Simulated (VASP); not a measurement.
# MgO (Periclase) (Fm-3m) in VASP: further runs, part 3 of 3

VASP 6.6.1.

## (6) Relaxation of cell and atoms, PBEsol, target pressure 23.2 GPa, at which the enthalpy is minimised

This run uses another cell than the first one, of 8.33 Å³/atom, 0.998 times its volume.

INCAR

```
SYSTEM = MgO
ALGO = Normal
EDIFF = 1E-7
EDIFFG = -0.05
ENCUT = 600
GGA = PS
GGA_COMPAT = .False.
IBRION = 2
ISIF = 3
ISMEAR = 0
LASPH = .True.
LCHARG = .False.
LREAL = .False.
LWAVE = .False.
NELM = 120
NELMIN = 4
NSW = 80
PREC = Accurate
PSTRESS = 232.0
SIGMA = 0.1
```

KPOINTS

```
k-points
0
Gamma
  8 8 8
  0 0 0
```

POSCAR

```
MgO
1.0
    0.0000000000      2.0272248138      2.0272248138
    2.0272248138      0.0000000000      2.0272248138
    2.0272248138      2.0272248138      0.0000000000
Mg O
1 1
Direct
    0.0000000000      0.0000000000      0.0000000000
    0.5000000000      0.5000000000      0.5000000000
```

Potentials or basis: VASP PAW PBE potentials, release 64 (Mg, O).

On the command line:

```console
> cat potpaw_PBE.64/Mg/POTCAR potpaw_PBE.64/O/POTCAR > POTCAR
> mpirun -np 1 vasp_std > vasp.out
```

OUTCAR:

```text
SYSTEM = MgO
   EDIFF = 1E-7
   EDIFFG = -0.05
   ENCUT = 600
   GGA = PS
   IBRION = 2
   ISIF = 3
   ISMEAR = 0
   LASPH = .True.
   LREAL = .False.
   NELM = 120
   NELMIN = 4
   NSW = 80
   PREC = Accurate
   PSTRESS = 232.0

 ion  position               nearest neighbor table
   1  0.000  0.000  0.000-   2 2.03   2 2.03   2 2.03   2 2.03   2 2.03   2 2.03
   2  0.500  0.500  0.500-   1 2.03   1 2.03   1 2.03   1 2.03   1 2.03   1 2.03

  LATTYP: Found a face centered cubic cell.
 ALAT       =     4.0544496276

  Lattice vectors:

 A1 = (   0.0000000000,   2.0272248138,   2.0272248138)
 A2 = (   2.0272248138,   0.0000000000,   2.0272248138)
 A3 = (   2.0272248138,   2.0272248138,   0.0000000000)

Analysis of symmetry for initial positions (statically):
[... 6 lines left out ...]

 Subroutine GETGRP returns: Found 48 space group operations
 (whereof 48 operations were pure point group operations)
 out of a pool of 48 trial point group operations.

The static configuration has the point symmetry O_h .

Analysis of symmetry for dynamics (positions and initial velocities):
[... 6 lines left out ...]

 Subroutine GETGRP returns: Found 48 space group operations
 (whereof 48 operations were pure point group operations)
 out of a pool of 48 trial point group operations.

The dynamic configuration has the point symmetry O_h .

 Subroutine INISYM returns: Found 48 space group operations
 (whereof 48 operations are pure point group operations),
 and found     1 'primitive' translations

----------------------------------------------------------------------------------------

                                     Primitive cell

  volume of cell :      16.6623

  direct lattice vectors                    reciprocal lattice vectors
     0.000000000  2.027224814  2.027224814    -0.246642601  0.246642601  0.246642601
     2.027224814  0.000000000  2.027224814     0.246642601 -0.246642601  0.246642601
     2.027224814  2.027224814  0.000000000     0.246642601  0.246642601 -0.246642601

  length of vectors
     2.866928826  2.866928826  2.866928826     0.427197515  0.427197515  0.427197515

  position of ions in fractional coordinates (direct lattice)
     0.000000000  0.000000000  0.000000000
     0.500000000  0.500000000  0.500000000

  ion indices of the primitive-cell ions
   primitive index   ion index
                 1           1
                 2           2

----------------------------------------------------------------------------------------

 KPOINTS: k-points

Automatic generation of k-mesh.
 Grid dimensions read from file:
 generate k-points for:    8    8    8

 Generating k-lattice:

  Cartesian coordinates                     Fractional coordinates (reciprocal lattice)
    -0.030830325  0.030830325  0.030830325     0.125000000  0.000000000  0.000000000
     0.030830325 -0.030830325  0.030830325     0.000000000  0.125000000  0.000000000
     0.030830325  0.030830325 -0.030830325     0.000000000  0.000000000  0.125000000

  Length of vectors
     0.053399689  0.053399689  0.053399689

  Shift w.r.t. Gamma in fractional coordinates (k-lattice)
     0.000000000  0.000000000  0.000000000

 Subroutine IBZKPT returns following result:
 ===========================================

 Found     29 irreducible k-points:

 Following reciprocal coordinates:
            Coordinates               Weight
  0.000000  0.000000  0.000000      1.000000
  0.125000  0.000000  0.000000      8.000000
  0.250000  0.000000  0.000000      8.000000
  0.375000  0.000000  0.000000      8.000000
  0.500000  0.000000  0.000000      4.000000
  0.125000  0.125000  0.000000      6.000000
[... 16 lines left out ...]
  0.500000  0.250000  0.125000     48.000000
 -0.375000  0.250000  0.125000     24.000000
 [... further k-points ...]
   k-points           NKPTS =     29   k-points in BZ     NKDIM =     29   number of bands    NBANDS=      8
   number of dos      NEDOS =    301   number of ions     NIONS =      2
   total plane-waves  NPLWV =  13824
   dimension x,y,z NGX =    24 NGY =   24 NGZ =   24
   dimension x,y,z NGXF=    48 NGYF=   48 NGZF=   48
   ions per type =               1   1
   NGX,Y,Z   is equivalent  to a cutoff of  13.92, 13.92, 13.92 a.u.
   NGXF,Y,Z  is equivalent  to a cutoff of  27.83, 27.83, 27.83 a.u.
 SYSTEM =  MgO
   PREC   = accura    normal or accurate (medium, high low for compatibility)
   ISTART =      0    job   : 0-new  1-cont  2-samecut
   ICHARG =      2    charge: 1-file 2-atom 10-const
   ISPIN  =      1    spin polarized calculation?
   LNONCOLLINEAR =      F non collinear calculations
   LSORBIT =      F    spin-orbit coupling
   LASPH  =      T    aspherical Exc in radial PAW
   ENCUT  =  600.0 eV  44.10 Ry    6.64 a.u.   5.73  5.73  5.73*2*pi/ulx,y,z
   NELM   =    120;   NELMIN=  4; NELMDL= -5     # of ELM steps
   EDIFF  = 0.1E-06   stopping-criterion for ELM
   LREAL  =      F    real-space projection
   EDIFFG = -.5E-01   stopping-criterion for IOM
   NSW    =     80    number of steps for IOM
   IBRION =      2    ionic relax: 0-MD 1-quasi-New 2-CG
   NFREE  =      1    steps in history (QN), initial steepest desc. (CG)
   ISIF   =      3    stress and relaxation
   ISYM   =      2    0-nonsym 1-usesym 2-fastsym
   POTIM  = 0.5000    time-step for ionic-motion
   TEBEG  =    0.0;   TEEND  =   0.0 temperature during run
   PSTRESS=  232.0 pullay stress
   NELECT =       8.0000    total number of electrons
   NUPDOWN=      -1.0000    fix difference up-down
   EMIN   =  10.00;   EMAX   =-10.00  energy-range for DOS
   EFERMI =   0.00;   METHOD = LEGACY
   ISMEAR =     0;   SIGMA  =   0.10  broadening in eV -4-tet -1-fermi 0-gaus
   EFERMI_NEDOS =   21; number of points for ismear=-14 and -15
   IALGO  =     38    algorithm
   IMIX   =      4    mixing-type and parameters
     AMIX     =   0.40;   BMIX     =  1.00
     AMIX_MAG =   1.60;   BMIX_MAG =  1.00
  volume/ion in A,a.u.               =       8.33        56.22
  Fermi-wavevector in a.u.,A,eV,Ry     =   1.281916  2.422470 22.358573  1.643309
  Thomas-Fermi vector in A             =   2.414258
   LORBIT       =      0    0 simple, 1 ext, 2 COOP (PROOUT), +10 PAW based schemes
   GGA     = PS    functional components
   LHFCALC =     F    Hartree Fock is set to
   AEXX    =    0.0000 exact exchange contribution
   IVDW    =     0    specifies the selected vdW correction
   LEPSILON=     F    determine dielectric tensor
   LRPA    =     F    only Hartree local field effects (RPA)
 conjugate gradient relaxation of ions
 non-spin polarized calculation
 Gauss-broadening in eV      SIGMA  =   0.10
  energy-cutoff  :      600.00
  volume of cell :       16.66
 maximum number of plane-waves:       568
   NGX = 11   NGY = 11   NGZ = 11

 number of electron       7.9999998 magnetization

 Free energy of the ion-electron system (eV)
  ---------------------------------------------------
  ext. energy  EPLUGINS =         0.00000000
  ---------------------------------------------------
  free energy    TOTEN  =       -12.38401333 eV

  energy without entropy =      -12.38401333  energy(sigma->0) =      -12.38401333

 E-fermi :   4.3997     XC(G=0): -11.8761

 val. band max:        3.9807274584   @ k =   0.0000   0.0000   0.0000
 cond. band min:       9.8047109290   @ k =   0.0000   0.0000   0.0000
 fundamental gap:      5.8239834706
 Fermi energy:         4.3997094945

 k-point     1 :       0.0000    0.0000    0.0000
  band No.  band energies     occupation
      1     -13.8609      2.00000
      2       3.9807      2.00000
      3       3.9807      2.00000
      4       3.9807      2.00000
      5       9.8047      0.00000
      6      20.2427      0.00000
      7      20.2427      0.00000
      8      20.2427      0.00000

 k-point     2 :       0.1250    0.0000    0.0000
  band No.  band energies     occupation
      1     -13.6596      2.00000
      2       2.9655      2.00000
      3       3.8524      2.00000
      4       3.8524      2.00000
      5      10.7066      0.00000
      6      18.5124      0.00000
      7      20.6742      0.00000
      8      20.6742      0.00000
[... 221 lines left out ...]
 k-point    23 :       0.5000    0.2500    0.1250
  band No.  band energies     occupation
      1     -12.2647      2.00000
      2      -0.1883      2.00000
      3       1.9770      2.00000
      4       2.9480      2.00000
      5      14.3190      0.00000
      6      16.3110      0.00000
      7      19.1117      0.00000
      8      22.4292      0.00000

 k-point    24 :      -0.3750    0.2500    0.1250
  band No.  band energies     occupation
      1     -12.0454      2.00000
      2      -0.5525      2.00000
      3       1.7400      2.00000
      4       2.8127      2.00000
      5      14.3336      0.00000
      6      17.1030      0.00000
      7      18.6885      0.00000
      8      22.1937      0.00000

 [... further k-points ...]
[... 5 lines left out ...]
  --------------------------------------------------------------------------------------
  -------------------------------------------------------------------------------------
  Total        2.3596435      2.3596435      2.3596435      0.0000000      0.0000000     -0.0000000
  in kB      226.8930717    226.8930717    226.8930717      0.0000000      0.0000000     -0.0000000
  external PRESSURE =      -5.1069283 kB  Pullay stress =     232.0000000 kB

 VOLUME and BASIS-vectors are now :
 -----------------------------------------------------------------------------
  energy-cutoff  :      600.00
  volume of cell :       16.66
      direct lattice vectors                 reciprocal lattice vectors
     0.000000000  2.027224814  2.027224814    -0.246642601  0.246642601  0.246642601
     2.027224814  0.000000000  2.027224814     0.246642601 -0.246642601  0.246642601
     2.027224814  2.027224814  0.000000000     0.246642601  0.246642601 -0.246642601

 POSITION                                       TOTAL-FORCE (eV/Angst)
 -----------------------------------------------------------------------------------
      0.00000      0.00000      0.00000         0.000000      0.000000      0.000000
      2.02722      2.02722      2.02722        -0.000000     -0.000000     -0.000000
 -----------------------------------------------------------------------------------
    total drift:                               -0.000000     -0.000000      0.000000

  FREE ENERGIE OF THE ION-ELECTRON SYSTEM (eV)
  ---------------------------------------------------
  free  energy   TOTEN  =       -12.3840133270 eV

  energy  without entropy=      -12.3840133270  energy(sigma->0) =      -12.38401333

  enthalpy is  TOTEN    =        -9.9712588034 eV   P V=        2.4127545236

 reached required accuracy - stopping structural energy minimisation
```

OSZICAR:

```text
N       E                     dE             d eps       ncg     rms          rms(c)
DAV:   1     0.162937611044E+02    0.16294E+02   -0.52389E+03   528   0.101E+03
DAV:   2    -0.134540479536E+02   -0.29748E+02   -0.29112E+02   600   0.157E+02
DAV:   3    -0.138178609681E+02   -0.36381E+00   -0.36381E+00   584   0.191E+01
DAV:   4    -0.138184513718E+02   -0.59040E-03   -0.59040E-03   664   0.702E-01
DAV:   5    -0.138184515450E+02   -0.17320E-06   -0.17320E-06   584   0.870E-03    0.684E+00
DAV:   6    -0.124212081101E+02    0.13972E+01   -0.81610E+00   464   0.209E+01    0.210E+00
DAV:   7    -0.123968417940E+02    0.24366E-01   -0.25984E-02   520   0.216E+00    0.126E+00
DAV:   8    -0.123839967892E+02    0.12845E-01   -0.14558E-02   464   0.194E+00    0.110E-01
DAV:   9    -0.123839780455E+02    0.18744E-04   -0.21006E-04   608   0.131E-01    0.555E-02
DAV:  10    -0.123840134408E+02   -0.35395E-04   -0.29427E-05   464   0.644E-02    0.273E-03
DAV:  11    -0.123840132873E+02    0.15352E-06   -0.78684E-07   624   0.711E-03    0.115E-03
DAV:  12    -0.123840133270E+02   -0.39664E-07   -0.18654E-08   280   0.185E-03
   1 F= -.99712588E+01 E0= -.99712588E+01  d E =-.997126E+01
```

Wall time 5 s (1 thread of Intel Xeon 6455B, shared host); peak memory 0.14 GiB.

Results:

```
Free energy             : -12.3840 eV
Pressure after relaxing : 22.7 GPa
Band gap on the k mesh  : 5.82 eV, direct
```

Final structure:
```
Mg O
1.0
     0.00000    2.02722    2.02722
     2.02722    0.00000    2.02722
     2.02722    2.02722    0.00000
Mg O
1 1
Direct
  0.00000 0.00000 0.00000
  0.50000 0.50000 0.50000
```

Levels at points of the mesh, in eV from the valence-band top:
```tsv
k point	band 1	band 2	band 3	band 4	band 5	band 6	band 7	band 8
(0.00, 0.00, 0.00)	-17.84	0.00	0.00	0.00	5.82	16.26	16.26	16.26
(0.50, 0.00, 0.00)	-16.21	-5.22	-0.81	-0.81	8.49	13.82	17.38	17.38
(0.50, 0.50, 0.00)	-15.91	-4.64	-1.53	-1.53	9.02	11.17	14.23	20.65
```

Caveat: the relaxation stopped at its first step, so nothing moved; the cell is relaxed towards a set pressure, so the enthalpy falls and the energy may rise; the PAW data sets were made with another functional, which shifts forces and pressure a little.

## (7) Summary

| task | cell | k mesh | smearing | gap on the mesh (eV) | pressure (GPa) |
| --- | --- | --- | --- | --- | --- |
| relaxation of cell and atoms | relaxed to 22.6 GPa from a = 2.869 Å, angles 60.0°, 2 atoms | 10 × 10 × 10 | gaussian 0.01 eV | 5.82 | 22.6 |
| single point | a = 2.867 Å, angles 60.0°, 2 atoms | 8 × 8 × 8 | gaussian 0.1 eV | 5.82 | 22.7 |
| single point | a = 2.867 Å, angles 60.0°, 2 atoms | 10 × 10 × 10 | gaussian 0.01 eV | 5.82 | 22.7 |
| single point | a = 2.867 Å, angles 60.0°, 2 atoms | 10 × 10 × 10 | gaussian 0.02 eV | 5.82 | 22.7 |
| relaxation of cell and atoms | relaxed to 23.2 GPa from a = 2.867 Å, angles 60.0°, 2 atoms | 8 × 8 × 8 | gaussian 0.1 eV | 5.82 | 22.7 |

Alike in all rows: level PBEsol; potentials or basis VASP PAW PBE potentials, release 64 (Mg, O); no spin polarisation; cutoff (eV) 600.

On the cell as given the gap runs from 5.82 eV (PBEsol) to 5.82 eV (PBEsol); the meshes differ, which moves gaps too.

Caveats: the PAW data sets were made with another functional, which shifts forces and pressure a little; the cell is relaxed towards a set pressure, so the enthalpy falls and the energy may rise (some runs); the relaxation stopped at its first step, so nothing moved (some runs).

Absolute energies hang on the potentials; compare differences alone.
